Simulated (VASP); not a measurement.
# Cr (Im-3m) in VASP: notebook

Cr is run at these levels: PBE; tasks: single point.

Everything below comes from runs of VASP 6.6.1. Logs are shortened: lines on timing, memory, paths and dates and some standing lists are left out, and cuts for length are marked.

**1. The cell of the first run**

It takes space group Im-3m (No. 229, cubic). Conventional cell: a = 2.826 Å, b = 2.826 Å, c = 2.826 Å, α = 90.00°, β = 90.00°, γ = 90.00°. Cr (site symmetry m-3m) has 14 Cr at 2.45 to 2.83 Å within 3.2 Å.

**2. Single point, PBE, collinear spin, ferromagnetic start (volume scaled by 0.9405)**

File INCAR:

```
PREC = Accurate
ENCUT = 520
EDIFF = 1E-6
ISMEAR = -1
SIGMA = 0.03
LREAL = False
LASPH = True
NELM = 150
ALGO = Normal
ISIF = 2
LWAVE = False
LCHARG = True
ISPIN = 2
MAGMOM = 3
LORBIT = 11
LMAXMIX = 4
GGA = PE
LELF = True
LVHAR = True
NBANDS = 16
```

File KPOINTS:

```
Automatic mesh
0
Gamma
  16 16 16
```

File POSCAR:

```
Cr
1.0
   -1.4127645908      1.4127645908      1.4127645908
    1.4127645908     -1.4127645908      1.4127645908
    1.4127645908      1.4127645908     -1.4127645908
Cr
1
Direct
    0.0000000000      0.0000000000      0.0000000000
```

Potentials or basis: VASP PAW PBE potentials, release 64 (Cr_pv).

Launch:

```sh
$ cat potpaw_PBE.64/Cr_pv/POTCAR > POTCAR
$ mpirun -np 1 vasp_std > vasp.out
```

OUTCAR:

```text
PREC = Accurate
   ENCUT = 520
   EDIFF = 1E-6
   ISMEAR = -1
   LREAL = False
   LASPH = True
   NELM = 150
   ISIF = 2
   ISPIN = 2
   LORBIT = 11
   GGA = PE

 ion  position               nearest neighbor table
   1  0.000  0.000  0.000-

  LATTYP: Found a body centered cubic cell.
 ALAT       =     2.8255291816

  Lattice vectors:

 A1 = (  -1.4127645908,   1.4127645908,   1.4127645908)
 A2 = (   1.4127645908,  -1.4127645908,   1.4127645908)
 A3 = (   1.4127645908,   1.4127645908,  -1.4127645908)

Analysis of symmetry for initial positions (statically):
=====================================================================
 Subroutine PRICEL returns:
 Original cell was already a primitive cell.

 Routine SETGRP: Setting up the symmetry group for a
 body centered cubic supercell.

 Subroutine GETGRP returns: Found 48 space group operations
 (whereof 48 operations were pure point group operations)
 out of a pool of 48 trial point group operations.

The static configuration has the point symmetry O_h .

Analysis of symmetry for dynamics (positions and initial velocities):
=====================================================================
 Subroutine PRICEL returns:
 Original cell was already a primitive cell.

 Routine SETGRP: Setting up the symmetry group for a
 body centered cubic supercell.

 Subroutine GETGRP returns: Found 48 space group operations
 (whereof 48 operations were pure point group operations)
 out of a pool of 48 trial point group operations.

The dynamic configuration has the point symmetry O_h .

Analysis of structural, dynamic, and magnetic symmetry:
=====================================================================
 Subroutine PRICEL returns:
 Original cell was already a primitive cell.

 Routine SETGRP: Setting up the symmetry group for a
 body centered cubic supercell.

 Subroutine GETGRP returns: Found 48 space group operations
 (whereof 48 operations were pure point group operations)
 out of a pool of 48 trial point group operations.

The overall configuration has the point symmetry O_h .

 Subroutine INISYM returns: Found 48 space group operations
 (whereof 48 operations are pure point group operations),
 and found     1 'primitive' translations

----------------------------------------------------------------------------------------

                                     Primitive cell

[... 95 lines left out ...]
   ISYM   =      2    0-nonsym 1-usesym 2-fastsym
   POTIM  = 0.5000    time-step for ionic-motion
   TEBEG  =    0.0;   TEEND  =   0.0 temperature during run
   PSTRESS=    0.0 pullay stress
   NELECT =      12.0000    total number of electrons
   NUPDOWN=      -1.0000    fix difference up-down
   EMIN   =  10.00;   EMAX   =-10.00  energy-range for DOS
   EFERMI =   0.00;   METHOD = LEGACY
   ISMEAR =    -1;   SIGMA  =   0.03  broadening in eV -4-tet -1-fermi 0-gaus
   EFERMI_NEDOS =   21; number of points for ismear=-14 and -15
   IALGO  =     38    algorithm
   IMIX   =      4    mixing-type and parameters
     AMIX     =   0.40;   BMIX     =  1.00
     AMIX_MAG =   1.60;   BMIX_MAG =  1.00
  volume/ion in A,a.u.               =      11.28        76.11
  Fermi-wavevector in a.u.,A,eV,Ry     =   1.671265  3.158234 38.002819  2.793128
  Thomas-Fermi vector in A             =   2.756618
   LORBIT       =     11    0 simple, 1 ext, 2 COOP (PROOUT), +10 PAW based schemes
   GGA     = PE    functional components
   LHFCALC =     F    Hartree Fock is set to
   AEXX    =    0.0000 exact exchange contribution
   IVDW    =     0    specifies the selected vdW correction
   LEPSILON=     F    determine dielectric tensor
   LRPA    =     F    only Hartree local field effects (RPA)
 spin polarized calculation
  energy-cutoff  :      520.00
  volume of cell :       11.28
 maximum number of plane-waves:       321
   NGX =  9   NGY =  9   NGZ =  9

 number of electron      12.0000008 magnetization      -0.0004929

 number of electron      12.0000008 magnetization       0.0001195

 Free energy of the ion-electron system (eV)
  ---------------------------------------------------
  ext. energy  EPLUGINS =         0.00000000
  ---------------------------------------------------
  free energy    TOTEN  =        -9.51380983 eV

  energy without entropy =       -9.51148481  energy(sigma->0) =       -9.51264732

 E-fermi :  11.2661     XC(G=0): -13.8139

 val. band max:       11.2661248017   @ k =  -0.2500   0.3125   0.1250
 cond. band min:      11.2733619148   @ k =  -0.1875   0.1875   0.1250
 fundamental gap:      0.0072371130
 Fermi energy:        11.2661487696

 spin component 1

 k-point     1 :       0.0000    0.0000    0.0000
  band No.  band energies     occupation
      1     -31.3873      1.00000
      2     -31.3873      1.00000
      3     -31.3873      1.00000
      4       3.3741      1.00000
      5      10.3669      1.00000
      6      10.3669      1.00000
[... 435 lines left out ...]
      5       9.0155      1.00000
      6       9.6390      1.00000
[... 8 lines left out ...]
     15      41.2242      0.00000
     16      45.6437      0.00000

 [... further k-points ...]

 spin component 2

 k-point     1 :       0.0000    0.0000    0.0000
  band No.  band energies     occupation
      1     -31.3872      1.00000
      2     -31.3872      1.00000
      3     -31.3872      1.00000
      4       3.3742      1.00000
      5      10.3669      1.00000
      6      10.3669      1.00000
[... 435 lines left out ...]
      5       9.0156      1.00000
      6       9.6391      1.00000
[... 8 lines left out ...]
     15      41.2242      0.00000
     16      45.6437      0.00000

 [... further k-points ...]
[... 5 lines left out ...]
  --------------------------------------------------------------------------------------
  -------------------------------------------------------------------------------------
  Total        0.4241246      0.4241246      0.4241246      0.0000000     -0.0000000      0.0000000
  in kB       60.2468993     60.2468993     60.2468993      0.0000000     -0.0000000      0.0000000
  external PRESSURE =      60.2468993 kB  Pullay stress =       0.0000000 kB

 VOLUME and BASIS-vectors are now :
 -----------------------------------------------------------------------------
  energy-cutoff  :      520.00
  volume of cell :       11.28
      direct lattice vectors                 reciprocal lattice vectors
    -1.412764591  1.412764591  1.412764591     0.000000000  0.353916005  0.353916005
     1.412764591 -1.412764591  1.412764591     0.353916005  0.000000000  0.353916005
     1.412764591  1.412764591 -1.412764591     0.353916005  0.353916005  0.000000000

 POSITION                                       TOTAL-FORCE (eV/Angst)
 -----------------------------------------------------------------------------------
      0.00000      0.00000      0.00000         0.000000      0.000000     -0.000000
 -----------------------------------------------------------------------------------
    total drift:                                0.000000      0.000000      0.000000

  FREE ENERGIE OF THE ION-ELECTRON SYSTEM (eV)
  ---------------------------------------------------
  free  energy   TOTEN  =        -9.5138098284 eV

  energy  without entropy=       -9.5114848131  energy(sigma->0) =       -9.51264732

 total charge

# of ion       s       p       d       tot
------------------------------------------
    1        0.450   6.423   4.237  11.111

 magnetization (x)

# of ion       s       p       d       tot
------------------------------------------
    1       -0.000   0.000   0.000   0.000
```

stdout:

```text
POSCAR found type information on POSCAR Cr
 POSCAR found :  1 types and       1 ions
 scaLAPACK will be used
 LDA part: xc-table for (Slater+PW92), standard interpolation
 POSCAR, INCAR and KPOINTS ok, starting setup
 FFT: planning ... GRIDC
 FFT: planning ... GRID_SOFT
 FFT: planning ... GRID
 WAVECAR not read
 entering main loop
```

Run time: 23 s. Hardware: 1 thread of Intel Xeon Platinum 8559C (Emerald Rapids), shared host; peak memory 0.15 GiB.

Results:

```
Free energy                                           : -9.5138 eV
Pressure                                              : 6.0 GPa
Band gap on the k mesh                                : zero (filled and empty bands overlap)
Net moment                                            : 0.00 μB per cell
Valence electrons inside the program's atomic spheres : Cr 11.11
```

Caveat: the starting moments collapsed, and a magnetic state may lie lower.

**3. Single point, PBE, collinear spin, ferromagnetic start (volume scaled by 0.97)**

File INCAR:

```
SYSTEM = Cr
  PREC = Accurate
  ENCUT = 520
  EDIFF = 1E-6
  ISMEAR = -1
  SIGMA = 0.03
  LREAL = .FALSE.
  LASPH = .TRUE.
  NELM = 150
  ALGO = Normal
  ISIF = 2
  LWAVE = .FALSE.
  LCHARG = .FALSE.
  ISPIN = 2
  MAGMOM = 3
  LORBIT = 11
  LMAXMIX = 4
  GGA = PE
  NBANDS = 16
```

File KPOINTS:

```
Automatic mesh
0
G
  16 16 16
  0 0 0
```

File POSCAR:

```
Cr
1.0
   -1.4273838526      1.4273838526      1.4273838526
    1.4273838526     -1.4273838526      1.4273838526
    1.4273838526      1.4273838526     -1.4273838526
Cr
1
Direct
    0.0000000000      0.0000000000      0.0000000000
```

Potentials or basis: VASP PAW PBE potentials, release 64 (Cr_pv).

Launch:

```sh
$ cat potpaw_PBE.64/Cr_pv/POTCAR > POTCAR
$ mpirun -np 1 vasp_std > vasp.out
```

It took 22 s on 1 thread of Intel Xeon Platinum 8559C (Emerald Rapids), shared host; peak memory 0.15 GiB.

The run converged. Its results:

```yaml
Free_energy: -9.5179 eV
Pressure: -2.2 GPa
Band_gap_on_the_k_mesh: zero (filled and empty bands overlap)
Net_moment: 0.00 μB per cell
Valence_electrons_inside_the_program's_atomic_spheres: Cr 11.04
```

Levels at points of the mesh, in eV from the Fermi level:
Spin up:
```csv
k point,band 4,band 5,band 6,band 7,band 8,band 9
"(0.00, 0.00, 0.00)",-7.79,-0.86,-0.86,-0.86,1.17,1.17
"(0.50, 0.00, 0.00)",-4.35,-2.39,1.14,1.17,1.51,2.84
"(0.50, 0.50, 0.50)",-4.22,-4.22,2.46,2.46,2.46,7.13
```
Spin down:
```csv
k point,band 3,band 4,band 5,band 6,band 7,band 8,band 9,band 10
"(0.00, 0.00, 0.00)",-42.70,-7.79,-0.86,-0.86,-0.86,1.17,1.17,7.14
"(0.50, 0.00, 0.00)",-42.71,-4.35,-2.39,1.14,1.17,1.51,2.84,7.13
"(0.50, 0.50, 0.50)",-43.31,-4.22,-4.22,2.46,2.46,2.46,7.13,10.59
```

Caveat: the starting moments collapsed, and a magnetic state may lie lower.
